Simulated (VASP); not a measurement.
A run of VASP 6.6.1 is set up as follows.

Contents of INCAR:

```
SYSTEM = SnO2
  ALGO = Normal
  EDIFF = 1E-6
  ENCUT = 520
  GGA = PS
  ISIF = 2
  ISMEAR = -1
  LASPH = .True.
  LCHARG = .False.
  LREAL = .False.
  LWAVE = .False.
  NBANDS = 64
  NELM = 60
  PREC = Accurate
  SIGMA = 0.05
```

Contents of KPOINTS:

```
k-points
0
Gamma
  5 5 5
  0 0 0
```

File POSCAR:

```
SnO2
1.0
    5.1125284135      0.0000000000      0.0000000000
    0.0000000000      5.1125284135      0.0000000000
    0.0000000000      0.0000000000      5.1125284135
Sn O
4 8
Direct
    0.0000000000      0.0000000000      0.0000000000
    0.5000000000      0.0000000000      0.5000000000
    0.5000000000      0.5000000000      0.0000000000
    0.0000000000      0.5000000000      0.5000000000
    0.6606632223      0.8393367777      0.1606632223
    0.8393367777      0.1606632223      0.6606632223
    0.1606632223      0.6606632223      0.8393367777
    0.3393367777      0.3393367777      0.3393367777
    0.6606632223      0.6606632223      0.6606632223
    0.8393367777      0.3393367777      0.1606632223
    0.1606632223      0.8393367777      0.3393367777
    0.3393367777      0.1606632223      0.8393367777
```

Potentials or basis: VASP PAW PBE potentials, release 64 (Sn_d, O).

Run with:

```sh
$ cat potpaw_PBE.64/Sn_d/POTCAR potpaw_PBE.64/O/POTCAR > POTCAR
$ mpirun -np 1 vasp_std > vasp.out
```

**Question.** What does it give for the band gap on the k mesh?

**Answer.** 0.85 eV, indirect (least direct gap 0.92 eV).

**Question.** Estimate the pressure.

**Answer.** 0.6 GPa.

Caveat: the PAW data sets were made with another functional, which shifts forces and pressure a little; spin-orbit coupling is left out, which moves the levels of the heavy elements. As with any semilocal functional, this PBEsol gap is likely too small.
